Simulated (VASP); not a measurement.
The system is Ag.

```
Ag
1.0
     2.66000    0.00000    0.00000
     0.00000    2.66000    0.00000
     0.00000    0.00000    2.66000
Ag
1
Direct
  0.00000 0.00000 0.00000
```

| Quantity | Value |
| --- | --- |
| Program | VASP 6.6.1 |
| Task | relaxation of cell and atoms |
| Functional | PBE |
| Potentials or basis | VASP PAW PBE potentials, release 64 (Ag) |
| Cutoff | 600 eV |
| k mesh | 9 × 9 × 9 |
| Occupations | gaussian, width 0.05 eV |
| Spin | no spin polarisation |

At the start: pressure 8.6 GPa; volume 18.82 Å³/atom.

**Question.** Where does the relaxation end?

**Answer.** Over 3 steps the energy falls by 45.2 meV/atom and the volume is 20.70 Å³/atom (+10.0 %); space group Pm-3m (No. 221, to 0.05 Å).

Step by step:
| step | energy change (eV) | largest force (eV/Å) | pressure (GPa) | volume (Å³) |
| --- | --- | --- | --- | --- |
| 1 | 0.0000 | 0.0000 | 8.56 | 18.82 |
| 2 | -0.0361 | 0.0000 | -2.75 | 21.69 |
| 3 | -0.0452 | 0.0000 | 0.04 | 20.70 |

Final structure:
```cif
data_structure
_symmetry_space_group_name_H-M 'P 1'
_symmetry_Int_Tables_number 1
_cell_length_a 2.7456
_cell_length_b 2.7456
_cell_length_c 2.7456
_cell_angle_alpha 90.000
_cell_angle_beta 90.000
_cell_angle_gamma 90.000
_cell_volume 20.70
loop_
_atom_site_label
_atom_site_type_symbol
_atom_site_fract_x
_atom_site_fract_y
_atom_site_fract_z
_atom_site_occupancy
Ag1 Ag 0.00000 0.00000 0.00000 1
```
